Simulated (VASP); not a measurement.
# GaAs (zinc blende): single point with PBEsol

The system is GaAs (zinc blende).

```
CELL_PARAMETERS angstrom
0.00000 2.86370 2.86370
2.86370 0.00000 2.86370
2.86370 2.86370 0.00000
ATOMIC_POSITIONS crystal
Ga 0.00000 0.00000 0.00000
As 0.25000 0.25000 0.25000
```

This cell differs from its parent crystal: volume scaled by 1.04.

```json
{
  "Program": "VASP 6.6.1",
  "Task": "single point",
  "Functional": "PBEsol",
  "Potentials or basis": "VASP PAW PBE potentials, release 64 (Ga_d, As)",
  "Cutoff": "520 eV",
  "k mesh": "12 × 12 × 12",
  "Occupations": "gaussian, width 0.02 eV",
  "Spin": "no spin polarisation"
}
```

```json
{
 "Pressure": "-2.2 GPa",
 "Band gap on the k mesh": "0.17 eV, direct"
}
```

Levels at points of the mesh, in eV from the valence-band top:
| k point | band 5 | band 6 | band 7 | band 8 | band 9 | band 10 | band 11 | band 12 | band 13 | band 14 |
| --- | --- | --- | --- | --- | --- | --- | --- | --- | --- | --- |
| (0.00, 0.00, 0.00) | -14.64 | -12.48 | 0.00 | 0.00 | 0.00 | 0.17 | 3.68 | 3.68 | 3.68 | 7.27 |
| (0.50, 0.00, 0.00) | -14.63 | -10.82 | -6.47 | -1.09 | -1.09 | 0.82 | 4.57 | 4.57 | 7.54 | 9.98 |
| (0.50, 0.50, 0.00) | -14.62 | -10.13 | -6.67 | -2.56 | -2.56 | 1.42 | 1.59 | 9.82 | 9.82 | 10.53 |

It took 20 s on 1 thread of Intel(R) Xeon(R) 6975P-C (Granite Rapids), on a shared host, peak memory 0.2 GiB.

Caveat: the PAW data sets were made with another functional, which shifts forces and pressure a little.
